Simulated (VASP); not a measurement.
# CdSe (F-43m) in VASP: notebook

CdSe is run at these levels: PBE; tasks: electric field gradients.

Everything below comes from runs of VASP 6.6.1. Logs are shortened: lines on timing, memory, paths and dates and some standing lists are left out, and cuts for length are marked.

## 1. The cell of the first run

It takes space group F-43m (No. 216, cubic). Conventional cell: a = 5.179 Å, b = 5.179 Å, c = 5.179 Å, α = 90.00°, β = 90.00°, γ = 90.00°. Cd (site symmetry -43m) has 4 Se at 2.24 Å within 3.0 Å. Within 3.0 Å of Se (site symmetry -43m) lie 4 Cd at 2.24 Å.

## 2. Electric field gradients, PBE (volume scaled by 0.6)

Input file INCAR:

```
SYSTEM = CdSe
PREC = Accurate
ENCUT = 520
EDIFF = 1E-8
ISMEAR = -1
SIGMA = 0.03
LREAL = .FALSE.
LASPH = .TRUE.
NELM = 60
ALGO = Normal
ISIF = 2
LWAVE = .FALSE.
LCHARG = .FALSE.
GGA = PE
LEFG = .TRUE.
NBANDS = 16
```

Input file KPOINTS:

```
regular mesh
0
G
  8 8 8
  0 0 0
```

Input file POSCAR:

```
CdSe
1.0
    0.0000000000      2.5895670202      2.5895670202
    2.5895670202      0.0000000000      2.5895670202
    2.5895670202      2.5895670202      0.0000000000
Cd Se
1 1
Direct
    0.0000000000      0.0000000000      0.0000000000
    0.2500000000      0.2500000000      0.2500000000
```

Potentials or basis: VASP PAW PBE potentials, release 64 (Cd, Se).

Launch:

```
cat potpaw_PBE.64/Cd/POTCAR potpaw_PBE.64/Se/POTCAR > POTCAR
mpirun -np 1 vasp_std > vasp.out
```

OUTCAR:

```text
SYSTEM = CdSe
   PREC = Accurate
   ENCUT = 520
   EDIFF = 1E-8
   ISMEAR = -1
   LREAL = .FALSE.
   LASPH = .TRUE.
   NELM = 60
   ISIF = 2
   GGA = PE

 ion  position               nearest neighbor table
   1  0.000  0.000  0.000-   2 2.24   2 2.24   2 2.24   2 2.24
   2  0.250  0.250  0.250-   1 2.24   1 2.24   1 2.24   1 2.24

  LATTYP: Found a face centered cubic cell.
 ALAT       =     5.1791340404

  Lattice vectors:

 A1 = (   0.0000000000,   2.5895670202,   2.5895670202)
 A2 = (   2.5895670202,   0.0000000000,   2.5895670202)
 A3 = (   2.5895670202,   2.5895670202,   0.0000000000)

Analysis of symmetry for initial positions (statically):
=====================================================================
 Subroutine PRICEL returns:
 Original cell was already a primitive cell.

 Routine SETGRP: Setting up the symmetry group for a
 face centered cubic supercell.

 Subroutine GETGRP returns: Found 24 space group operations
 (whereof 24 operations were pure point group operations)
 out of a pool of 48 trial point group operations.

The static configuration has the point symmetry T_d .

Analysis of symmetry for dynamics (positions and initial velocities):
=====================================================================
 Subroutine PRICEL returns:
 Original cell was already a primitive cell.

 Routine SETGRP: Setting up the symmetry group for a
 face centered cubic supercell.

 Subroutine GETGRP returns: Found 24 space group operations
 (whereof 24 operations were pure point group operations)
 out of a pool of 48 trial point group operations.

The dynamic configuration has the point symmetry T_d .

 Subroutine INISYM returns: Found 24 space group operations
 (whereof 24 operations are pure point group operations),
 and found     1 'primitive' translations

----------------------------------------------------------------------------------------

                                     Primitive cell

  volume of cell :      34.7305

  direct lattice vectors                    reciprocal lattice vectors
     0.000000000  2.589567020  2.589567020    -0.193082471  0.193082471  0.193082471
     2.589567020  0.000000000  2.589567020     0.193082471 -0.193082471  0.193082471
     2.589567020  2.589567020  0.000000000     0.193082471  0.193082471 -0.193082471

  length of vectors
     3.662200801  3.662200801  3.662200801     0.334428650  0.334428650  0.334428650

  position of ions in fractional coordinates (direct lattice)
     0.000000000  0.000000000  0.000000000
     0.250000000  0.250000000  0.250000000

  ion indices of the primitive-cell ions
   primitive index   ion index
                 1           1
                 2           2

----------------------------------------------------------------------------------------

 KPOINTS: regular mesh

Automatic generation of k-mesh.
 Grid dimensions read from file:
 generate k-points for:    8    8    8

 Generating k-lattice:

  Cartesian coordinates                     Fractional coordinates (reciprocal lattice)
    -0.024135309  0.024135309  0.024135309     0.125000000  0.000000000  0.000000000
     0.024135309 -0.024135309  0.024135309     0.000000000  0.125000000  0.000000000
     0.024135309  0.024135309 -0.024135309     0.000000000  0.000000000  0.125000000

  Length of vectors
     0.041803581  0.041803581  0.041803581

  Shift w.r.t. Gamma in fractional coordinates (k-lattice)
     0.000000000  0.000000000  0.000000000

 Subroutine IBZKPT returns following result:
 ===========================================

 Found     29 irreducible k-points:

 Following reciprocal coordinates:
            Coordinates               Weight
  0.000000  0.000000  0.000000      1.000000
  0.125000  0.000000  0.000000      8.000000
  0.250000  0.000000  0.000000      8.000000
  0.375000  0.000000  0.000000      8.000000
  0.500000  0.000000  0.000000      4.000000
  0.125000  0.125000  0.000000      6.000000
[... 16 lines left out ...]
  0.500000  0.250000  0.125000     48.000000
 -0.375000  0.250000  0.125000     24.000000
 [... further k-points ...]
   k-points           NKPTS =     29   k-points in BZ     NKDIM =     29   number of bands    NBANDS=     16
   number of dos      NEDOS =    301   number of ions     NIONS =      2
   total plane-waves  NPLWV =  21952
   dimension x,y,z NGX =    28 NGY =   28 NGZ =   28
   dimension x,y,z NGXF=    56 NGYF=   56 NGZF=   56
   ions per type =               1   1
   NGX,Y,Z   is equivalent  to a cutoff of  12.71, 12.71, 12.71 a.u.
   NGXF,Y,Z  is equivalent  to a cutoff of  25.42, 25.42, 25.42 a.u.
 SYSTEM =  CdSe
   PREC   = accura    normal or accurate (medium, high low for compatibility)
   ISTART =      0    job   : 0-new  1-cont  2-samecut
   ICHARG =      2    charge: 1-file 2-atom 10-const
   ISPIN  =      1    spin polarized calculation?
   LNONCOLLINEAR =      F non collinear calculations
   LSORBIT =      F    spin-orbit coupling
   LASPH  =      T    aspherical Exc in radial PAW
   ENCUT  =  520.0 eV  38.22 Ry    6.18 a.u.   6.81  6.81  6.81*2*pi/ulx,y,z
   NELM   =     60;   NELMIN=  2; NELMDL= -5     # of ELM steps
   EDIFF  = 0.1E-07   stopping-criterion for ELM
   LREAL  =      F    real-space projection
   EDIFFG = 0.1E-06   stopping-criterion for IOM
   NSW    =      0    number of steps for IOM
   IBRION =     -1    ionic relax: 0-MD 1-quasi-New 2-CG
   NFREE  =      0    steps in history (QN), initial steepest desc. (CG)
   ISIF   =      2    stress and relaxation
   ISYM   =      2    0-nonsym 1-usesym 2-fastsym
   POTIM  = 0.5000    time-step for ionic-motion
   TEBEG  =    0.0;   TEEND  =   0.0 temperature during run
   PSTRESS=    0.0 pullay stress
   NELECT =      18.0000    total number of electrons
   NUPDOWN=      -1.0000    fix difference up-down
   EMIN   =  10.00;   EMAX   =-10.00  energy-range for DOS
   EFERMI =   0.00;   METHOD = LEGACY
   ISMEAR =    -1;   SIGMA  =   0.03  broadening in eV -4-tet -1-fermi 0-gaus
   EFERMI_NEDOS =   21; number of points for ismear=-14 and -15
   IALGO  =     38    algorithm
   IMIX   =      4    mixing-type and parameters
     AMIX     =   0.40;   BMIX     =  1.00
     AMIX_MAG =   1.60;   BMIX_MAG =  1.00
  volume/ion in A,a.u.               =      17.37       117.19
  Fermi-wavevector in a.u.,A,eV,Ry     =   1.315008  2.485005 23.527833  1.729247
  Thomas-Fermi vector in A             =   2.445221
   LORBIT       =      0    0 simple, 1 ext, 2 COOP (PROOUT), +10 PAW based schemes
   GGA     = PE    functional components
   LHFCALC =     F    Hartree Fock is set to
   AEXX    =    0.0000 exact exchange contribution
   IVDW    =     0    specifies the selected vdW correction
   LEPSILON=     F    determine dielectric tensor
   LRPA    =     F    only Hartree local field effects (RPA)
 non-spin polarized calculation
  energy-cutoff  :      520.00
  volume of cell :       34.73
 maximum number of plane-waves:       950
   NGX = 13   NGY = 13   NGZ = 13

 number of electron      18.0000002 magnetization

 Free energy of the ion-electron system (eV)
  ---------------------------------------------------
  ext. energy  EPLUGINS =         0.00000000
  ---------------------------------------------------
  free energy    TOTEN  =        -1.42909358 eV

  energy without entropy =       -1.42909358  energy(sigma->0) =       -1.42909358

 E-fermi :   6.9137     XC(G=0): -11.2855

 val. band max:        6.3421282043   @ k =   0.0000   0.0000   0.0000
 cond. band min:       7.7460419149   @ k =   0.0000   0.0000   0.0000
 fundamental gap:      1.4039137106
 Fermi energy:         6.9137204967

 k-point     1 :       0.0000    0.0000    0.0000
  band No.  band energies     occupation
      1     -10.4578      2.00000
      2      -4.8612      2.00000
      3      -4.8612      2.00000
      4      -4.8612      2.00000
      5      -3.7044      2.00000
      6      -3.7044      2.00000
[... 8 lines left out ...]
     15      18.3829      0.00000
     16      18.3829      0.00000
[... 419 lines left out ...]
 k-point    24 :      -0.3750    0.2500    0.1250
  band No.  band energies     occupation
      1      -9.3501      2.00000
      2      -4.5456      2.00000
      3      -4.4094      2.00000
      4      -3.8414      2.00000
      5      -3.6644      2.00000
      6      -2.5682      2.00000
[... 8 lines left out ...]
     15      18.8289      0.00000
     16      20.8547      0.00000

 [... further k-points ...]

------------------------ aborting loop because EDIFF is reached ----------------------------------------

  FORCE on cell =-STRESS in cart. coord.  units (eV):
  Direction    XX          YY          ZZ          XY          YZ          ZX
  --------------------------------------------------------------------------------------
  -------------------------------------------------------------------------------------
  Total       18.8458637     18.8458637     18.8458637     -0.0000000      0.0000000     -0.0000000
  in kB      869.3910542    869.3910542    869.3910542     -0.0000000      0.0000000     -0.0000000
  external PRESSURE =     869.3910542 kB  Pullay stress =       0.0000000 kB

 VOLUME and BASIS-vectors are now :
 -----------------------------------------------------------------------------
  energy-cutoff  :      520.00
  volume of cell :       34.73
      direct lattice vectors                 reciprocal lattice vectors
     0.000000000  2.589567020  2.589567020    -0.193082471  0.193082471  0.193082471
     2.589567020  0.000000000  2.589567020     0.193082471 -0.193082471  0.193082471
     2.589567020  2.589567020  0.000000000     0.193082471  0.193082471 -0.193082471

 POSITION                                       TOTAL-FORCE (eV/Angst)
 -----------------------------------------------------------------------------------
      0.00000      0.00000      0.00000         0.000000      0.000000      0.000000
      1.29478      1.29478      1.29478        -0.000000     -0.000000     -0.000000
 -----------------------------------------------------------------------------------
    total drift:                                0.000000      0.000000      0.000000

  FREE ENERGIE OF THE ION-ELECTRON SYSTEM (eV)
  ---------------------------------------------------
  free  energy   TOTEN  =        -1.4290935832 eV

  energy  without entropy=       -1.4290935832  energy(sigma->0) =       -1.42909358

 Electric field gradients (V/A^2)
---------------------------------------------------------------------
 ion       V_xx      V_yy      V_zz      V_xy      V_xz      V_yz
---------------------------------------------------------------------
   1       0.000    -0.000     0.000     0.001     0.001     0.001
   2       0.000     0.000    -0.000    -0.000    -0.000    -0.000
---------------------------------------------------------------------

 Electric field gradients after diagonalization (V/A^2)
 (convention: |V_zz| > |V_xx| > |V_yy|)
----------------------------------------------------------------------
 ion       V_xx      V_yy      V_zz     asymmetry (V_yy - V_xx)/ V_zz
----------------------------------------------------------------------
   1      -0.001    -0.001     0.002       0.000
   2       0.000     0.000    -0.001       0.000
----------------------------------------------------------------------

           NMR quadrupolar parameters

 Cq : quadrupolar parameter    Cq=e*Q*V_zz/h
 eta: asymmetry parameters     (V_yy - V_xx)/ V_zz
 Q  : nuclear electric quadrupole moment in mb (millibarn)
----------------------------------------------------------------------
 ion       Cq(MHz)       eta       Q (mb)
----------------------------------------------------------------------
   1       0.000       0.000       1.000
   2      -0.000       0.000       1.000
----------------------------------------------------------------------
```

Run time: 14 s. Hardware: 1 thread of AMD EPYC 9R45 (Zen 5), shared host; peak memory 0.13 GiB.

Results:

| Quantity | Value |
| --- | --- |
| Free energy | -1.4291 eV |
| Pressure | 86.9 GPa |
| Band gap on the k mesh | 1.40 eV, direct |

Caveat: the cell differs from its parent crystal (volume scaled by 0.6); without QUAD_EFG the Cq values of the log hold for a quadrupole moment of 1 mb, not for the nuclei. A k mesh can miss the band edges.

## 3. Electric field gradients, PBE

This run uses another cell than the first one, of 28.94 Å³/atom, 1.667 times its volume.

Input file INCAR:

```
SYSTEM = CdSe
PREC = Accurate ; ENCUT = 520
EDIFF = 1E-8 ; ISMEAR = -1
SIGMA = 0.03 ; LREAL = .FALSE.
LASPH = .TRUE. ; NELM = 80
ALGO = Normal ; ISIF = 2
LWAVE = .FALSE. ; LCHARG = .FALSE.
GGA = PE ; LEFG = .TRUE.
NBANDS = 16
```

KPOINTS is that of step 2.

Input file POSCAR:

```
CdSe
1.0
    0.0000000000      3.0702711986      3.0702711986
    3.0702711986      0.0000000000      3.0702711986
    3.0702711986      3.0702711986      0.0000000000
Cd Se
1 1
Direct
    0.0000000000      0.0000000000      0.0000000000
    0.2500000000      0.2500000000      0.2500000000
```

Potentials or basis: VASP PAW PBE potentials, release 64 (Cd, Se).

Launch:

```
cat potpaw_PBE.64/Cd/POTCAR potpaw_PBE.64/Se/POTCAR > POTCAR
mpirun -np 1 vasp_std > vasp.out
```

OUTCAR:

```text
SYSTEM = CdSe
   PREC = Accurate
   ENCUT = 520
   EDIFF = 1E-8
   ISMEAR = -1
   LREAL = .FALSE.
   LASPH = .TRUE.
   NELM = 80
   ISIF = 2
   GGA = PE

 ion  position               nearest neighbor table
   1  0.000  0.000  0.000-   2 2.66   2 2.66   2 2.66   2 2.66
   2  0.250  0.250  0.250-   1 2.66   1 2.66   1 2.66   1 2.66

  LATTYP: Found a face centered cubic cell.
 ALAT       =     6.1405423972

  Lattice vectors:

 A1 = (   0.0000000000,   3.0702711986,   3.0702711986)
 A2 = (   3.0702711986,   0.0000000000,   3.0702711986)
 A3 = (   3.0702711986,   3.0702711986,   0.0000000000)

Analysis of symmetry for initial positions (statically):
=====================================================================
 Subroutine PRICEL returns:
 Original cell was already a primitive cell.

 Routine SETGRP: Setting up the symmetry group for a
 face centered cubic supercell.

 Subroutine GETGRP returns: Found 24 space group operations
 (whereof 24 operations were pure point group operations)
 out of a pool of 48 trial point group operations.

The static configuration has the point symmetry T_d .

Analysis of symmetry for dynamics (positions and initial velocities):
=====================================================================
 Subroutine PRICEL returns:
 Original cell was already a primitive cell.

 Routine SETGRP: Setting up the symmetry group for a
 face centered cubic supercell.

 Subroutine GETGRP returns: Found 24 space group operations
 (whereof 24 operations were pure point group operations)
 out of a pool of 48 trial point group operations.

The dynamic configuration has the point symmetry T_d .

[... 157 lines left out ...]
      4      -7.1231      2.00000
      5      -6.7786      2.00000
      6      -6.7786      2.00000
[... 433 lines left out ...]
      3      -6.9801      2.00000
      4      -6.7958      2.00000
      5      -6.7633      2.00000
      6      -6.4244      2.00000
[... 8 lines left out ...]
     15      12.3177      0.00000
     16      13.2550      0.00000

 [... further k-points ...]

------------------------ aborting loop because EDIFF is reached ----------------------------------------

  FORCE on cell =-STRESS in cart. coord.  units (eV):
  Direction    XX          YY          ZZ          XY          YZ          ZX
  --------------------------------------------------------------------------------------
  -------------------------------------------------------------------------------------
  Total        0.5665076      0.5665076      0.5665076      0.0000000      0.0000000      0.0000000
  in kB       15.6803627     15.6803627     15.6803627      0.0000000      0.0000000      0.0000000
  external PRESSURE =      15.6803627 kB  Pullay stress =       0.0000000 kB

 VOLUME and BASIS-vectors are now :
 -----------------------------------------------------------------------------
  energy-cutoff  :      520.00
  volume of cell :       57.88
      direct lattice vectors                 reciprocal lattice vectors
     0.000000000  3.070271199  3.070271199    -0.162852063  0.162852063  0.162852063
     3.070271199  0.000000000  3.070271199     0.162852063 -0.162852063  0.162852063
     3.070271199  3.070271199  0.000000000     0.162852063  0.162852063 -0.162852063

 POSITION                                       TOTAL-FORCE (eV/Angst)
 -----------------------------------------------------------------------------------
      0.00000      0.00000      0.00000         0.000000     -0.000000      0.000000
      1.53514      1.53514      1.53514        -0.000000      0.000000     -0.000000
 -----------------------------------------------------------------------------------
    total drift:                               -0.000000     -0.000000     -0.000000

  FREE ENERGIE OF THE ION-ELECTRON SYSTEM (eV)
  ---------------------------------------------------
  free  energy   TOTEN  =        -5.4904654234 eV

  energy  without entropy=       -5.4904649566  energy(sigma->0) =       -5.49046519

 Electric field gradients (V/A^2)
---------------------------------------------------------------------
 ion       V_xx      V_yy      V_zz      V_xy      V_xz      V_yz
---------------------------------------------------------------------
   1       0.000    -0.000     0.000    -0.002    -0.002    -0.002
   2      -0.000     0.000    -0.000     0.000     0.000     0.000
---------------------------------------------------------------------

 Electric field gradients after diagonalization (V/A^2)
 (convention: |V_zz| > |V_xx| > |V_yy|)
----------------------------------------------------------------------
 ion       V_xx      V_yy      V_zz     asymmetry (V_yy - V_xx)/ V_zz
----------------------------------------------------------------------
   1       0.002     0.002    -0.004       0.000
   2      -0.000    -0.000     0.001       0.000
----------------------------------------------------------------------

           NMR quadrupolar parameters

 Cq : quadrupolar parameter    Cq=e*Q*V_zz/h
 eta: asymmetry parameters     (V_yy - V_xx)/ V_zz
 Q  : nuclear electric quadrupole moment in mb (millibarn)
----------------------------------------------------------------------
 ion       Cq(MHz)       eta       Q (mb)
----------------------------------------------------------------------
   1      -0.000       0.000       1.000
   2       0.000       0.000       1.000
----------------------------------------------------------------------
```

OSZICAR:

```text
N       E                     dE             d eps       ncg     rms          rms(c)
DAV:   1     0.106171403022E+03    0.10617E+03   -0.88171E+03   936   0.101E+03
DAV:   2    -0.171965791105E+01   -0.10789E+03   -0.10240E+03  1152   0.246E+02
DAV:   3    -0.585075267646E+01   -0.41311E+01   -0.41253E+01  1024   0.499E+01
DAV:   4    -0.586967732499E+01   -0.18925E-01   -0.18924E-01  1240   0.334E+00
DAV:   5    -0.586979452736E+01   -0.11720E-03   -0.11720E-03  1064   0.228E-01    0.586E+00
DAV:   6    -0.551056312602E+01    0.35923E+00   -0.54878E-01  1368   0.867E+00    0.468E+00
DAV:   7    -0.548923509608E+01    0.21328E-01   -0.14086E-01  1080   0.248E+00    0.204E+00
DAV:   8    -0.549015133480E+01   -0.91624E-03   -0.13000E-02  1064   0.137E+00    0.245E-01
DAV:   9    -0.549034677902E+01   -0.19544E-03   -0.13945E-03  1112   0.473E-01    0.464E-02
DAV:  10    -0.549041498482E+01   -0.68206E-04   -0.15540E-04  1208   0.154E-01    0.435E-02
DAV:  11    -0.549046493111E+01   -0.49946E-04   -0.82081E-05  1128   0.569E-02    0.166E-02
DAV:  12    -0.549046471304E+01    0.21807E-06   -0.18560E-06  1072   0.161E-02    0.619E-03
DAV:  13    -0.549046534146E+01   -0.62842E-06   -0.17365E-06  1168   0.675E-03    0.290E-03
DAV:  14    -0.549046532046E+01    0.20997E-07   -0.59261E-08  1128   0.187E-03    0.184E-03
DAV:  15    -0.549046543038E+01   -0.10992E-06   -0.18226E-08  1192   0.949E-04    0.203E-04
DAV:  16    -0.549046542336E+01    0.70215E-08   -0.45285E-10   656   0.168E-04
   1 F= -.54904654E+01 E0= -.54904652E+01  d E =-.466770E-06
```

Wall time 18 s (1 thread of AMD EPYC 9R45 (Zen 5), shared host); peak memory 0.16 GiB.

Results:

- Free energy: -5.4905 eV
- Pressure: 1.6 GPa
- Band gap on the k mesh: 0.55 eV, direct

Levels at points of the mesh, in eV from the valence-band top:
```
           k point  band 6  band 7  band 8  band 9  band 10  band 11  band 12  band 13
(0.00, 0.00, 0.00)   -7.50    0.00    0.00    0.00     0.55     5.93     5.93     5.93
(0.50, 0.00, 0.00)   -7.22   -4.22   -0.71   -0.71     2.36     6.44     6.44     7.34
(0.50, 0.50, 0.00)   -7.16   -3.95   -1.76   -1.76     3.19     3.73     8.98    10.05
```

Caveat: without QUAD_EFG the Cq values of the log hold for a quadrupole moment of 1 mb, not for the nuclei. Expect the measured gap to be larger: semilocal functionals such as PBE lack the derivative discontinuity.
